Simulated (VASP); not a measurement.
# Hf (P6_3/mmc) in VASP: a series of runs

Runs on Hf. Level: PBEsol. Tasks: single point, relaxation of shape and atoms at fixed volume.

Program: VASP 6.6.1. These are calculated values, not measurements. Logs are shortened: lines on timing, memory, paths and dates and some standing lists are left out, and cuts for length are marked.

### 1 The cell of the first run

It takes space group P6_3/mmc (No. 194, hexagonal). Conventional cell: a = 3.091 Å, b = 3.091 Å, c = 4.910 Å, α = 90.00°, β = 90.00°, γ = 120.00°. Hf (site symmetry -6m2) has 12 Hf at 3.03 to 3.09 Å within 4.0 Å.

### 2 Single point, PBEsol

File INCAR:

```
SYSTEM = Hf
ALGO = Normal
EDIFF = 1E-7
ENCUT = 520
GGA = PS
ISIF = 2
ISMEAR = -1
LASPH = .TRUE.
LCHARG = .FALSE.
LREAL = .FALSE.
LWAVE = .FALSE.
NBANDS = 17
NELM = 60
PREC = Accurate
SIGMA = 0.08
```

File KPOINTS:

```
k-points
0
G
  14 14 8
  0 0 0
```

File POSCAR:

```
Hf
1.0
    3.0910972905      0.0000000000      0.0000000000
   -1.5455486453      2.6769687791      0.0000000000
    0.0000000000      0.0000000000      4.9095002620
Hf
2
Direct
    0.3333333333      0.6666666667      0.2500000000
    0.6666666667      0.3333333333      0.7500000000
```

Potentials or basis: VASP PAW PBE potentials, release 64 (Hf_pv).

Command:

```
> cat potpaw_PBE.64/Hf_pv/POTCAR > POTCAR
> mpirun -np 1 vasp_std > vasp.out
```

OUTCAR:

```text
SYSTEM = Hf
   EDIFF = 1E-7
   ENCUT = 520
   GGA = PS
   ISIF = 2
   ISMEAR = -1
   LASPH = .TRUE.
   LREAL = .FALSE.
   NELM = 60
   PREC = Accurate

 ion  position               nearest neighbor table
   1  0.333  0.667  0.250-   2 3.03   2 3.03   2 3.03   2 3.03   2 3.03   2 3.03
   2  0.667  0.333  0.750-   1 3.03   1 3.03   1 3.03   1 3.03   1 3.03   1 3.03

  LATTYP: Found a hexagonal cell.
 ALAT       =     3.0910972905
 C/A-ratio  =     1.5882710250

  Lattice vectors:

 A1 = (   3.0910972905,   0.0000000000,   0.0000000000)
 A2 = (  -1.5455486453,   2.6769687791,   0.0000000000)
 A3 = (   0.0000000000,   0.0000000000,   4.9095002620)

Analysis of symmetry for initial positions (statically):
=====================================================================
 Subroutine PRICEL returns:
 Original cell was already a primitive cell.

 Routine SETGRP: Setting up the symmetry group for a
 hexagonal supercell.

 Subroutine GETGRP returns: Found 24 space group operations
 (whereof 12 operations were pure point group operations)
 out of a pool of 24 trial point group operations.

The static configuration has the point symmetry D_3d.
 The point group associated with its full space group is D_6h.

Analysis of symmetry for dynamics (positions and initial velocities):
=====================================================================
 Subroutine PRICEL returns:
 Original cell was already a primitive cell.

 Routine SETGRP: Setting up the symmetry group for a
 hexagonal supercell.

 Subroutine GETGRP returns: Found 24 space group operations
 (whereof 12 operations were pure point group operations)
 out of a pool of 24 trial point group operations.

The dynamic configuration has the point symmetry D_3d.
 The point group associated with its full space group is D_6h.

 Subroutine INISYM returns: Found 24 space group operations
 (whereof 12 operations are pure point group operations),
 and found     1 'primitive' translations

----------------------------------------------------------------------------------------

                                     Primitive cell

  volume of cell :      40.6250

  direct lattice vectors                    reciprocal lattice vectors
     3.091097291  0.000000000  0.000000000     0.323509714  0.186778420  0.000000000
    -1.545548645  2.676968779  0.000000000     0.000000000  0.373556841  0.000000000
     0.000000000  0.000000000  4.909500262     0.000000000  0.000000000  0.203686719

  length of vectors
     3.091097291  3.091097290  4.909500262     0.373556841  0.373556841  0.203686719

  position of ions in fractional coordinates (direct lattice)
     0.333333333  0.666666667  0.250000000
     0.666666667  0.333333333  0.750000000

  ion indices of the primitive-cell ions
   primitive index   ion index
                 1           1
                 2           2

----------------------------------------------------------------------------------------

 KPOINTS: k-points

Automatic generation of k-mesh.
 Grid dimensions read from file:
 generate k-points for:   14   14    8

 Generating k-lattice:

  Cartesian coordinates                     Fractional coordinates (reciprocal lattice)
     0.023107837  0.013341316  0.000000000     0.071428571 -0.000000000  0.000000000
     0.000000000  0.026682631  0.000000000     0.000000000  0.071428571  0.000000000
     0.000000000  0.000000000  0.025460840     0.000000000  0.000000000  0.125000000

  Length of vectors
     0.026682631  0.026682631  0.025460840

  Shift w.r.t. Gamma in fractional coordinates (k-lattice)
     0.000000000  0.000000000  0.000000000

 Subroutine IBZKPT returns following result:
 ===========================================

 Found    120 irreducible k-points:

 Following reciprocal coordinates:
            Coordinates               Weight
  0.000000  0.000000  0.000000      1.000000
  0.071429 -0.000000  0.000000      6.000000
  0.142857  0.000000  0.000000      6.000000
  0.214286  0.000000  0.000000      6.000000
  0.285714  0.000000  0.000000      6.000000
  0.357143  0.000000  0.000000      6.000000
[... 16 lines left out ...]
  0.285714  0.285714  0.000000      6.000000
  0.357143  0.285714  0.000000      6.000000
 [... further k-points ...]
   k-points           NKPTS =    120   k-points in BZ     NKDIM =    120   number of bands    NBANDS=     17
   number of dos      NEDOS =    301   number of ions     NIONS =      2
   total plane-waves  NPLWV =  23040
   dimension x,y,z NGX =    24 NGY =   24 NGZ =   40
   dimension x,y,z NGXF=    48 NGYF=   48 NGZF=   80
   ions per type =               2
   NGX,Y,Z   is equivalent  to a cutoff of  12.91, 12.91, 13.54 a.u.
   NGXF,Y,Z  is equivalent  to a cutoff of  25.82, 25.82, 27.09 a.u.
 SYSTEM =  Hf
   PREC   = accura    normal or accurate (medium, high low for compatibility)
   ISTART =      0    job   : 0-new  1-cont  2-samecut
   ICHARG =      2    charge: 1-file 2-atom 10-const
   ISPIN  =      1    spin polarized calculation?
   LNONCOLLINEAR =      F non collinear calculations
   LSORBIT =      F    spin-orbit coupling
   LASPH  =      T    aspherical Exc in radial PAW
   ENCUT  =  520.0 eV  38.22 Ry    6.18 a.u.   5.75  5.75  9.13*2*pi/ulx,y,z
   NELM   =     60;   NELMIN=  2; NELMDL= -5     # of ELM steps
   EDIFF  = 0.1E-06   stopping-criterion for ELM
   LREAL  =      F    real-space projection
   EDIFFG = 0.1E-05   stopping-criterion for IOM
   NSW    =      0    number of steps for IOM
   IBRION =     -1    ionic relax: 0-MD 1-quasi-New 2-CG
   NFREE  =      0    steps in history (QN), initial steepest desc. (CG)
   ISIF   =      2    stress and relaxation
   ISYM   =      2    0-nonsym 1-usesym 2-fastsym
   POTIM  = 0.5000    time-step for ionic-motion
   TEBEG  =    0.0;   TEEND  =   0.0 temperature during run
   PSTRESS=    0.0 pullay stress
   NELECT =      20.0000    total number of electrons
   NUPDOWN=      -1.0000    fix difference up-down
   EMIN   =  10.00;   EMAX   =-10.00  energy-range for DOS
   EFERMI =   0.00;   METHOD = LEGACY
   ISMEAR =    -1;   SIGMA  =   0.08  broadening in eV -4-tet -1-fermi 0-gaus
   EFERMI_NEDOS =   21; number of points for ismear=-14 and -15
   IALGO  =     38    algorithm
   IMIX   =      4    mixing-type and parameters
     AMIX     =   0.40;   BMIX     =  1.00
     AMIX_MAG =   1.60;   BMIX_MAG =  1.00
  volume/ion in A,a.u.               =      20.31       137.08
  Fermi-wavevector in a.u.,A,eV,Ry     =   1.292668  2.442789 22.735215  1.670991
  Thomas-Fermi vector in A             =   2.424362
   LORBIT       =      0    0 simple, 1 ext, 2 COOP (PROOUT), +10 PAW based schemes
   GGA     = PS    functional components
   LHFCALC =     F    Hartree Fock is set to
   AEXX    =    0.0000 exact exchange contribution
   IVDW    =     0    specifies the selected vdW correction
   LEPSILON=     F    determine dielectric tensor
   LRPA    =     F    only Hartree local field effects (RPA)
 non-spin polarized calculation
  energy-cutoff  :      520.00
  volume of cell :       40.62
 maximum number of plane-waves:      1112
 NGX is ok and might be reduce to    24
   NGX = 11   NGY = 11   NGZ = 19

 number of electron      20.0000002 magnetization

 Free energy of the ion-electron system (eV)
  ---------------------------------------------------
  ext. energy  EPLUGINS =         0.00000000
  ---------------------------------------------------
  free energy    TOTEN  =       -20.96817028 eV

  energy without entropy =      -20.93567273  energy(sigma->0) =      -20.95192150

 E-fermi :   5.4405     XC(G=0): -11.8409

 val. band max:        5.4401228224   @ k =   0.2143   0.2143   0.5000
 cond. band min:       5.4699044695   @ k =   0.2857   0.2857   0.2500
 fundamental gap:      0.0297816471
 Fermi energy:         5.4405272158

 k-point     1 :       0.0000    0.0000    0.0000
  band No.  band energies     occupation
      1     -25.5420      2.00000
      2     -24.5218      2.00000
      3     -24.5218      2.00000
      4     -24.3517      2.00000
      5     -24.3517      2.00000
      6     -24.3511      2.00000
[... 9 lines left out ...]
     16       8.3025      0.00000
     17      11.3125      0.00000

 k-point     2 :       0.0714   -0.0000    0.0000
  band No.  band energies     occupation
      1     -25.5237      2.00000
      2     -24.5624      2.00000
      3     -24.5352      2.00000
      4     -24.3946      2.00000
      5     -24.3592      2.00000
      6     -24.3569      2.00000
[... 9 lines left out ...]
     16       8.1314      0.00000
     17      11.4567      0.00000

 k-point     3 :       0.1429    0.0000    0.0000
  band No.  band energies     occupation
      1     -25.4708      2.00000
      2     -24.6758      2.00000
      3     -24.5717      2.00000
      4     -24.5119      2.00000
      5     -24.3838      2.00000
      6     -24.3724      2.00000
[... 9 lines left out ...]
     16       8.1758      0.00000
     17      11.7784      0.00000

 k-point     4 :       0.2143    0.0000    0.0000
  band No.  band energies     occupation
      1     -25.3884      2.00000
      2     -24.8394      2.00000
      3     -24.6741      2.00000
      4     -24.6224      2.00000
      5     -24.4249      2.00000
      6     -24.3965      2.00000
[... 9 lines left out ...]
     16       8.9155      0.00000
     17      12.1104      0.00000

 k-point     5 :       0.2857    0.0000    0.0000
  band No.  band energies     occupation
      1     -25.2854      2.00000
      2     -25.0198      2.00000
      3     -24.8453      2.00000
      4     -24.6763      2.00000
      5     -24.4818      2.00000
      6     -24.4248      2.00000
[... 9 lines left out ...]
     16       9.8745      0.00000
     17      12.3669      0.00000

 k-point     6 :       0.3571    0.0000    0.0000
  band No.  band energies     occupation
      1     -25.1807      2.00000
      2     -25.1748      2.00000
      3     -24.9928      2.00000
      4     -24.7234      2.00000
      5     -24.5507      2.00000
      6     -24.4512      2.00000
[... 9 lines left out ...]
     16      10.9472      0.00000
     17      12.5305      0.00000

 k-point     7 :       0.4286    0.0000    0.0000
  band No.  band energies     occupation
      1     -25.2908      2.00000
      2     -25.0918      2.00000
      3     -25.0780      2.00000
      4     -24.7552      2.00000
      5     -24.6184      2.00000
      6     -24.4698      2.00000
[... 9 lines left out ...]
     16      11.9806      0.00000
     17      12.6158      0.00000

 k-point     8 :       0.5000    0.0000    0.0000
  band No.  band energies     occupation
      1     -25.3298      2.00000
      2     -25.1266      2.00000
      3     -25.0350      2.00000
      4     -24.7665      2.00000
      5     -24.6510      2.00000
      6     -24.4765      2.00000
[... 9 lines left out ...]
     16      12.6417      0.00000
     17      13.1875      0.00000
[... 203 lines left out ...]
      1     -25.2851      2.00000
      2     -25.0849      2.00000
      3     -24.9928      2.00000
      4     -24.8492      2.00000
      5     -24.6837      2.00000
      6     -24.5785      2.00000
[... 9 lines left out ...]
     16      12.2105      0.00000
     17      13.2085      0.00000

 k-point    20 :       0.2143    0.2143    0.0000
  band No.  band energies     occupation
      1     -25.1432      2.00000
      2     -25.0889      2.00000
      3     -25.0425      2.00000
      4     -24.7496      2.00000
      5     -24.5793      2.00000
      6     -24.5712      2.00000
[... 9 lines left out ...]
     16      11.9206      0.00000
     17      12.0349      0.00000

 k-point    21 :       0.2857    0.2143    0.0000
  band No.  band energies     occupation
      1     -25.1792      2.00000
      2     -25.0624      2.00000
      3     -25.0399      2.00000
      4     -24.8376      2.00000
      5     -24.6459      2.00000
      6     -24.6429      2.00000
[... 9 lines left out ...]
     16      11.9811      0.00000
     17      12.9423      0.00000

 k-point    22 :       0.3571    0.2143    0.0000
  band No.  band energies     occupation
      1     -25.2300      2.00000
      2     -25.0461      2.00000
      3     -24.9573      2.00000
      4     -24.9143      2.00000
      5     -24.7125      2.00000
      6     -24.6765      2.00000
[... 9 lines left out ...]
     16      11.9489      0.00000
     17      12.8009      0.00000

 k-point    23 :       0.2857    0.2857    0.0000
  band No.  band energies     occupation
      1     -25.1879      2.00000
      2     -25.0513      2.00000
      3     -24.9427      2.00000
      4     -24.9182      2.00000
      5     -24.7347      2.00000
      6     -24.7247      2.00000
[... 9 lines left out ...]
     16      11.8467      0.00000
     17      12.7407      0.00000

 k-point    24 :       0.3571    0.2857    0.0000
  band No.  band energies     occupation
      1     -25.1897      2.00000
      2     -24.9986      2.00000
      3     -24.9914      2.00000
      4     -24.8785      2.00000
      5     -24.7824      2.00000
      6     -24.7732      2.00000
[... 9 lines left out ...]
     16      11.7980      0.00000
     17      11.9789      0.00000

 [... further k-points ...]
[... 5 lines left out ...]
  --------------------------------------------------------------------------------------
  -------------------------------------------------------------------------------------
  Total        1.8950818      1.8950818      1.8619897     -0.0000000      0.0000000      0.0000000
  in kB       74.7386558     74.7386558     73.4335613     -0.0000000      0.0000000      0.0000000
  external PRESSURE =      74.3036243 kB  Pullay stress =       0.0000000 kB

 VOLUME and BASIS-vectors are now :
 -----------------------------------------------------------------------------
  energy-cutoff  :      520.00
  volume of cell :       40.62
      direct lattice vectors                 reciprocal lattice vectors
     3.091097291  0.000000000  0.000000000     0.323509714  0.186778420  0.000000000
    -1.545548645  2.676968779  0.000000000     0.000000000  0.373556841  0.000000000
     0.000000000  0.000000000  4.909500262     0.000000000  0.000000000  0.203686719

 POSITION                                       TOTAL-FORCE (eV/Angst)
 -----------------------------------------------------------------------------------
     -0.00000      1.78465      1.22738         0.000000     -0.000000      0.000000
      1.54555      0.89232      3.68213        -0.000000      0.000000      0.000000
 -----------------------------------------------------------------------------------
    total drift:                               -0.000000      0.000000     -0.000000

  FREE ENERGIE OF THE ION-ELECTRON SYSTEM (eV)
  ---------------------------------------------------
  free  energy   TOTEN  =       -20.9681702770 eV

  energy  without entropy=      -20.9356727329  energy(sigma->0) =      -20.95192150
```

Wall time 22 s (1 thread of Intel Xeon 6975P-C (Granite Rapids), shared host); peak memory 0.2 GiB.

Results:

```yaml
Free_energy: -20.9682 eV
Pressure: 7.4 GPa
Band_gap_on_the_k_mesh: zero (bands 10 and 11 overlap by 1.48 eV)
```

Stress tensor (GPa, compression positive):
```
7.47 0.00 0.00
0.00 7.47 0.00
0.00 0.00 7.34
```

Levels at points of the mesh, in eV from the Fermi level:
```tsv
k point	band 6	band 7	band 8	band 9	band 10	band 11	band 12	band 13	band 14	band 15
(0.00, 0.00, 0.00)	-29.79	-7.71	-4.03	1.03	1.19	1.19	1.46	2.12	2.12	2.86
(0.50, 0.00, 0.00)	-29.92	-3.52	-3.12	-2.55	-0.57	0.78	0.98	1.84	6.59	7.17
(0.00, 0.00, 0.50)	-29.88	-5.56	-5.56	0.10	0.10	1.08	1.08	1.08	1.08	5.30
(0.50, 0.00, 0.50)	-30.06	-3.73	-3.73	-1.18	-1.18	1.57	1.57	2.88	2.88	6.76
```

Caveat: the cell stands under pressure; the PAW data sets were made with another functional, which shifts forces and pressure a little; spin-orbit coupling is left out, which moves the levels of the heavy elements.

### 3 Single point, PBEsol

This run uses another cell than the first one, of 21.61 Å³/atom.

File INCAR:

```
ALGO = Normal
EDIFF = 1E-6
ENCUT = 520
GGA = PS
ISIF = 2
ISMEAR = -1
LASPH = True
LCHARG = True
LELF = True
LREAL = False
LVHAR = True
LWAVE = False
NBANDS = 17
NELM = 60
PREC = Accurate
SIGMA = 0.08
```

File KPOINTS:

```
k-points
0
Gamma
  14 14 8
```

File POSCAR:

```
Hf
1.0
    3.1588851865      0.0000000000      0.0000000000
   -1.5794425933      2.7356748192      0.0000000000
    0.0000000000      0.0000000000      5.0011179845
Hf
2
Direct
    0.3333333333      0.6666666667      0.2500000000
    0.6666666667      0.3333333333      0.7500000000
```

Potentials or basis: VASP PAW PBE potentials, release 64 (Hf_pv).

Command:

```
> cat potpaw_PBE.64/Hf_pv/POTCAR > POTCAR
> mpirun -np 1 vasp_std > vasp.out
```

Run time: 23 s. Hardware: 1 thread of Intel Xeon 6975P-C (Granite Rapids), shared host; peak memory 0.21 GiB.

It converged, with:

```
Free energy            : -21.0230 eV
Pressure               : -0.4 GPa
Band gap on the k mesh : zero (bands 10 and 11 overlap by 1.51 eV)
```

Stress tensor (GPa, compression positive):
```
-0.34  0.00  0.00
 0.00 -0.34  0.00
 0.00  0.00 -0.45
```

Levels at points of the mesh, in eV from the Fermi level:
```
           k point  band 7  band 8  band 9  band 10  band 11  band 12  band 13  band 14
(0.00, 0.00, 0.00)   -7.50   -3.82    0.80     1.18     1.18     1.47     2.04     2.04
(0.50, 0.00, 0.00)   -3.41   -2.87   -2.33    -0.72     0.78     0.92     1.74     6.13
(0.00, 0.00, 0.50)   -5.45   -5.45    0.14     0.14     1.07     1.07     1.07     1.07
(0.50, 0.00, 0.50)   -3.52   -3.52   -1.04    -1.04     1.32     1.32     2.72     2.72
```

Caveat: the PAW data sets were made with another functional, which shifts forces and pressure a little; spin-orbit coupling is left out, which moves the levels of the heavy elements.

(Continued in part 2 of 2.)
